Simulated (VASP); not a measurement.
# SnH (R-3) in VASP: single point with PBE

Aim: the single point of SnH with PBE.

Everything below comes from runs of VASP 6.6.1. Logs are shortened: lines on timing, memory, paths and dates and some standing lists are left out, and cuts for length are marked.

**1. The cell of the first run**

The structure is trigonal, space group R-3 (No. 148). Conventional cell: a = 9.003 Å, b = 9.003 Å, c = 16.434 Å, α = 90.00°, β = 90.00°, γ = 120.00°. Sn (site symmetry 3) has 1 H at 1.74 Å within 2.3 Å. Sn (site symmetry 1) has 1 H at 1.74 Å within 2.3 Å. Within 2.3 Å of H (site symmetry 3) lie 1 Sn at 1.74 Å. H (site symmetry 1) has 1 Sn at 1.74 Å within 2.3 Å.

**2. Single point, PBE**

INCAR reads:

```
ALGO     = Normal         # electronic algorithm
EDIFF    = 1E-6           # SCF threshold, eV
ENCUT    = 520            # plane-wave cutoff, eV
GGA      = PE             # functional
ISIF     = 2              # what is computed and relaxed
ISMEAR   = 0              # smearing method
LASPH    = T              # aspherical terms in the spheres
LCHARG   = F              # write CHGCAR
LREAL    = Auto         
LWAVE    = F              # write WAVECAR
NBANDS   = 74             # bands
NELM     = 80             # most SCF steps
PREC     = Accurate       # precision mode
SIGMA    = 0.2            # smearing width, eV
```

KPOINTS reads:

```
k-points
0
Gamma
  3 3 3
```

POSCAR reads:

```
SnH
1.0
    4.5015263051      2.5989574223      5.4781148296
   -4.5015263051      2.5989574223      5.4781148296
    0.0000000000     -5.1979148498      5.4781148272
Sn H
8 8
Direct
    0.8483852009      0.8483852009      0.8483852009
    0.1516147991      0.1516147991      0.1516147991
    0.2612286139      0.1321748601      0.7576399982
    0.1321748601      0.7576399982      0.2612286139
    0.7576399982      0.2612286139      0.1321748601
    0.2423600018      0.7387713861      0.8678251399
    0.7387713861      0.8678251399      0.2423600018
    0.8678251399      0.2423600018      0.7387713861
    0.7425582844      0.7425582844      0.7425582844
    0.2574417156      0.2574417156      0.2574417156
    0.4499262677      0.2143354028      0.5917699073
    0.2143354028      0.5917699073      0.4499262677
    0.5917699073      0.4499262677      0.2143354028
    0.4082300927      0.5500737323      0.7856645972
    0.5500737323      0.7856645972      0.4082300927
    0.7856645972      0.4082300927      0.5500737323
```

Potentials or basis: VASP PAW PBE potentials, release 64 (Sn_d, H).

Started as:

```sh
$ cat potpaw_PBE.64/Sn_d/POTCAR potpaw_PBE.64/H/POTCAR > POTCAR
$ mpirun -np 1 vasp_std > vasp.out
```

OUTCAR:

```text
EDIFF = 1E-6
   ENCUT = 520
   GGA = PE
   ISIF = 2
   ISMEAR = 0
   LASPH = T
   LREAL = Auto
   NELM = 80
   PREC = Accurate

 ion  position               nearest neighbor table
   1  0.848  0.848  0.848-   9 1.74   6 2.88   8 2.88   7 2.88
   2  0.152  0.152  0.152-  10 1.74   5 2.88   4 2.88   3 2.88
   3  0.261  0.132  0.758-  11 1.74   8 2.88   6 2.88   2 2.88
   4  0.132  0.758  0.261-  12 1.74   7 2.88   6 2.88   2 2.88
   5  0.758  0.261  0.132-  13 1.74   7 2.88   8 2.88   2 2.88
   6  0.242  0.739  0.868-  14 1.74   3 2.88   4 2.88   1 2.88
   7  0.739  0.868  0.242-  15 1.74   4 2.88   5 2.88   1 2.88
   8  0.868  0.242  0.739-  16 1.74   3 2.88   5 2.88   1 2.88
   9  0.743  0.743  0.743-   1 1.74
  10  0.257  0.257  0.257-   2 1.74
  11  0.450  0.214  0.592-   3 1.74
  12  0.214  0.592  0.450-   4 1.74
  13  0.592  0.450  0.214-   5 1.74
  14  0.408  0.550  0.786-   6 1.74
  15  0.550  0.786  0.408-   7 1.74
  16  0.786  0.408  0.550-   8 1.74

  LATTYP: Found a trigonal (rhomboedric) cell.
 ALAT       =     7.5516925814
 COS(alpha) =     0.2893414654

  Lattice vectors:

 A1 = (   4.5015263051,   2.5989574223,   5.4781148296)
 A2 = (  -4.5015263051,   2.5989574223,   5.4781148296)
 A3 = (   0.0000000000,  -5.1979148498,   5.4781148272)

Analysis of symmetry for initial positions (statically):
=====================================================================
 Subroutine PRICEL returns:
 Original cell was already a primitive cell.

 Routine SETGRP: Setting up the symmetry group for a
 trigonal (rhombohedral) supercell.

 Subroutine GETGRP returns: Found  6 space group operations
 (whereof  6 operations were pure point group operations)
 out of a pool of 12 trial point group operations.

The static configuration has the point symmetry S_6 .

Analysis of symmetry for dynamics (positions and initial velocities):
=====================================================================
 Subroutine PRICEL returns:
 Original cell was already a primitive cell.

 Routine SETGRP: Setting up the symmetry group for a
 trigonal (rhombohedral) supercell.

 Subroutine GETGRP returns: Found  6 space group operations
 (whereof  6 operations were pure point group operations)
 out of a pool of 12 trial point group operations.

The dynamic configuration has the point symmetry S_6 .

 Subroutine INISYM returns: Found  6 space group operations
 (whereof  6 operations are pure point group operations),
 and found     1 'primitive' translations

----------------------------------------------------------------------------------------

                                     Primitive cell

  volume of cell :     384.5398

  direct lattice vectors                    reciprocal lattice vectors
     4.501526305  2.598957422  5.478114830     0.111073437  0.064128279  0.060848183
    -4.501526305  2.598957422  5.478114830    -0.111073437  0.064128279  0.060848183
     0.000000000 -5.197914850  5.478114827     0.000000000 -0.128256558  0.060848183

  length of vectors
     7.551692581  7.551692581  7.551692582     0.141958607  0.141958607  0.141958607

  position of ions in fractional coordinates (direct lattice)
     0.848385201  0.848385201  0.848385201
     0.151614799  0.151614799  0.151614799
     0.261228614  0.132174860  0.757639998
     0.132174860  0.757639998  0.261228614
     0.757639998  0.261228614  0.132174860
     0.242360002  0.738771386  0.867825140
[... 8 lines left out ...]
     0.550073732  0.785664597  0.408230093
     0.785664597  0.408230093  0.550073732

  ion indices of the primitive-cell ions
   primitive index   ion index
                 1           1
                 2           2
                 3           3
                 4           4
                 5           5
                 6           6
[... 8 lines left out ...]
                15          15
                16          16

----------------------------------------------------------------------------------------

 KPOINTS: k-points

Automatic generation of k-mesh.
 Grid dimensions read from file:
 generate k-points for:    3    3    3

 Generating k-lattice:

  Cartesian coordinates                     Fractional coordinates (reciprocal lattice)
     0.037024479  0.021376093  0.020282728     0.333333333  0.000000000  0.000000000
    -0.037024479  0.021376093  0.020282728     0.000000000  0.333333333  0.000000000
     0.000000000 -0.042752186  0.020282728     0.000000000  0.000000000  0.333333333

  Length of vectors
     0.047319536  0.047319536  0.047319536

  Shift w.r.t. Gamma in fractional coordinates (k-lattice)
     0.000000000  0.000000000  0.000000000

 Subroutine IBZKPT returns following result:
 ===========================================

 Found      6 irreducible k-points:

 Following reciprocal coordinates:
            Coordinates               Weight
  0.000000  0.000000  0.000000      1.000000
  0.333333 -0.000000 -0.000000      6.000000
  0.333333  0.333333 -0.000000      6.000000
 -0.333333  0.333333  0.000000      6.000000
  0.333333  0.333333  0.333333      2.000000
 -0.333333  0.333333  0.333333      6.000000
   k-points           NKPTS =      6   k-points in BZ     NKDIM =      6   number of bands    NBANDS=     74
   number of dos      NEDOS =    301   number of ions     NIONS =     16
   total plane-waves  NPLWV = 175616
   dimension x,y,z NGX =    56 NGY =   56 NGZ =   56
   dimension x,y,z NGXF=   112 NGYF=  112 NGZF=  112
   ions per type =               8   8
   NGX,Y,Z   is equivalent  to a cutoff of  12.33, 12.33, 12.33 a.u.
   NGXF,Y,Z  is equivalent  to a cutoff of  24.66, 24.66, 24.66 a.u.
 SYSTEM =  unknown system
   PREC   = accura    normal or accurate (medium, high low for compatibility)
   ISTART =      0    job   : 0-new  1-cont  2-samecut
   ICHARG =      2    charge: 1-file 2-atom 10-const
   ISPIN  =      1    spin polarized calculation?
   LNONCOLLINEAR =      F non collinear calculations
   LSORBIT =      F    spin-orbit coupling
   LASPH  =      T    aspherical Exc in radial PAW
   ENCUT  =  520.0 eV  38.22 Ry    6.18 a.u.  14.04 14.04 14.04*2*pi/ulx,y,z
   NELM   =     80;   NELMIN=  2; NELMDL= -5     # of ELM steps
   EDIFF  = 0.1E-05   stopping-criterion for ELM
   LREAL  =      T    real-space projection
   EDIFFG = 0.1E-04   stopping-criterion for IOM
   NSW    =      0    number of steps for IOM
   IBRION =     -1    ionic relax: 0-MD 1-quasi-New 2-CG
   NFREE  =      0    steps in history (QN), initial steepest desc. (CG)
   ISIF   =      2    stress and relaxation
   ISYM   =      2    0-nonsym 1-usesym 2-fastsym
   POTIM  = 0.5000    time-step for ionic-motion
   TEBEG  =    0.0;   TEEND  =   0.0 temperature during run
   PSTRESS=    0.0 pullay stress
   NELECT =     120.0000    total number of electrons
   NUPDOWN=      -1.0000    fix difference up-down
   EMIN   =  10.00;   EMAX   =-10.00  energy-range for DOS
   EFERMI =   0.00;   METHOD = LEGACY
   ISMEAR =     0;   SIGMA  =   0.20  broadening in eV -4-tet -1-fermi 0-gaus
   EFERMI_NEDOS =   21; number of points for ismear=-14 and -15
   IALGO  =     38    algorithm
   IMIX   =      4    mixing-type and parameters
     AMIX     =   0.40;   BMIX     =  1.00
     AMIX_MAG =   1.60;   BMIX_MAG =  1.00
  volume/ion in A,a.u.               =      24.03       162.19
  Fermi-wavevector in a.u.,A,eV,Ry     =   1.110422  2.098394 16.776493  1.233037
  Thomas-Fermi vector in A             =   2.246974
   LORBIT       =      0    0 simple, 1 ext, 2 COOP (PROOUT), +10 PAW based schemes
   GGA     = PE    functional components
   LHFCALC =     F    Hartree Fock is set to
   AEXX    =    0.0000 exact exchange contribution
   IVDW    =     0    specifies the selected vdW correction
   LEPSILON=     F    determine dielectric tensor
   LRPA    =     F    only Hartree local field effects (RPA)
 non-spin polarized calculation
 Gauss-broadening in eV      SIGMA  =   0.20
  energy-cutoff  :      520.00
  volume of cell :      384.54
 maximum number of plane-waves:     10373
   NGX = 29   NGY = 29   NGZ = 29

 number of electron     120.0000044 magnetization

 Free energy of the ion-electron system (eV)
  ---------------------------------------------------
  ext. energy  EPLUGINS =         0.00000000
  ---------------------------------------------------
  free energy    TOTEN  =       -52.08390874 eV

  energy without entropy =      -52.08390873  energy(sigma->0) =      -52.08390874

 E-fermi :   3.1682     XC(G=0):  -7.8617

 val. band max:        2.3655658224   @ k =  -0.3333   0.3333   0.3333
 cond. band min:       3.9483596347   @ k =   0.3333   0.3333   0.3333
 fundamental gap:      1.5827938123
 Fermi energy:         3.1682093531

 k-point     1 :       0.0000    0.0000    0.0000
  band No.  band energies     occupation
      1     -18.5326      2.00000
      2     -18.5326      2.00000
      3     -18.5196      2.00000
      4     -18.5155      2.00000
      5     -18.5155      2.00000
      6     -18.4703      2.00000
[... 64 lines left out ...]
     71       6.9196      0.00000
     72       6.9939      0.00000

 k-point     2 :       0.3333   -0.0000   -0.0000
  band No.  band energies     occupation
      1     -18.5326      2.00000
      2     -18.5312      2.00000
      3     -18.5194      2.00000
      4     -18.5158      2.00000
      5     -18.5150      2.00000
      6     -18.4704      2.00000
[... 64 lines left out ...]
     71       6.7176      0.00000
     72       6.9149      0.00000

 k-point     3 :       0.3333    0.3333   -0.0000
  band No.  band energies     occupation
      1     -18.5320      2.00000
      2     -18.5306      2.00000
      3     -18.5192      2.00000
      4     -18.5157      2.00000
      5     -18.5150      2.00000
      6     -18.4705      2.00000
[... 64 lines left out ...]
     71       6.7816      0.00000
     72       6.8789      0.00000

 k-point     4 :      -0.3333    0.3333    0.0000
  band No.  band energies     occupation
      1     -18.5320      2.00000
      2     -18.5306      2.00000
      3     -18.5192      2.00000
      4     -18.5157      2.00000
      5     -18.5150      2.00000
      6     -18.4705      2.00000
[... 64 lines left out ...]
     71       6.8935      0.00000
     72       6.9573      0.00000

 k-point     5 :       0.3333    0.3333    0.3333
  band No.  band energies     occupation
      1     -18.5306      2.00000
      2     -18.5306      2.00000
      3     -18.5190      2.00000
      4     -18.5152      2.00000
      5     -18.5152      2.00000
      6     -18.4705      2.00000
[... 64 lines left out ...]
     71       6.3577      0.00000
     72       6.4023      0.00000

 k-point     6 :      -0.3333    0.3333    0.3333
  band No.  band energies     occupation
      1     -18.5307      2.00000
      2     -18.5306      2.00000
      3     -18.5190      2.00000
      4     -18.5153      2.00000
      5     -18.5152      2.00000
      6     -18.4705      2.00000
[... 64 lines left out ...]
     71       6.5131      0.00000
     72       6.7090      0.00000
 [bands above 72 left out]

------------------------ aborting loop because EDIFF is reached ----------------------------------------

  FORCE on cell =-STRESS in cart. coord.  units (eV):
  Direction    XX          YY          ZZ          XY          YZ          ZX
  --------------------------------------------------------------------------------------
  -------------------------------------------------------------------------------------
  Total       -0.2604436     -0.2604436     -0.3053642      0.0000004      0.0000000      0.0000000
  in kB       -1.0851330     -1.0851330     -1.2722937      0.0000018      0.0000000      0.0000000
  external PRESSURE =      -1.1475199 kB  Pullay stress =       0.0000000 kB

 VOLUME and BASIS-vectors are now :
 -----------------------------------------------------------------------------
  energy-cutoff  :      520.00
  volume of cell :      384.54
      direct lattice vectors                 reciprocal lattice vectors
     4.501526305  2.598957422  5.478114830     0.111073437  0.064128279  0.060848183
    -4.501526305  2.598957422  5.478114830    -0.111073437  0.064128279  0.060848183
     0.000000000 -5.197914850  5.478114827     0.000000000 -0.128256558  0.060848183

 POSITION                                       TOTAL-FORCE (eV/Angst)
 -----------------------------------------------------------------------------------
      0.00000     -0.00000     13.94265         0.000000      0.000000     -0.016035
      0.00000     -0.00000      2.49169         0.000000     -0.000000      0.016035
      0.58094     -2.91571      6.30555         0.017062      0.027540      0.014062
     -2.81555      0.95475      6.30555         0.015319     -0.028546      0.014062
      2.23461      1.96096      6.30555        -0.032381      0.001007      0.014062
     -2.23461     -1.96096     10.12880         0.032381     -0.001007     -0.014062
[... 8 lines left out ...]
     -1.06052      1.34958      9.55366         0.007680      0.026112      0.013579
      1.69903      0.24365      9.55366         0.018774     -0.019707      0.013579
 -----------------------------------------------------------------------------------
    total drift:                               -0.000000      0.000000     -0.000000

  FREE ENERGIE OF THE ION-ELECTRON SYSTEM (eV)
  ---------------------------------------------------
  free  energy   TOTEN  =       -52.0839087419 eV

  energy  without entropy=      -52.0839087323  energy(sigma->0) =      -52.08390874
```

Run time: 3.4 min. Hardware: 1 thread of Intel Xeon Platinum 8488C (Sapphire Rapids), shared host; peak memory 0.45 GiB.

What came out:

```yaml
Free_energy: -52.0839 eV
Pressure: -0.1 GPa
Largest_force: 0.035 eV/Å
Band_gap_on_the_k_mesh: 1.58 eV, indirect (least direct gap 1.60 eV)
```

Forces on the atoms (eV/Å):
```
Sn   0.000  0.000 -0.016
Sn   0.000  0.000  0.016
Sn   0.017  0.028  0.014
Sn   0.015 -0.029  0.014
Sn  -0.032  0.001  0.014
Sn   0.032 -0.001 -0.014
Sn  -0.017 -0.028 -0.014
Sn  -0.015  0.029 -0.014
H    0.000  0.000  0.029
H    0.000  0.000 -0.029
H   -0.008 -0.026 -0.014
H   -0.019  0.020 -0.014
H    0.026  0.006 -0.014
H   -0.026 -0.006  0.014
H    0.008  0.026  0.014
H    0.019 -0.020  0.014
```

Caveat: spin-orbit coupling is left out, which moves the levels of the heavy elements. A k mesh can miss the band edges.
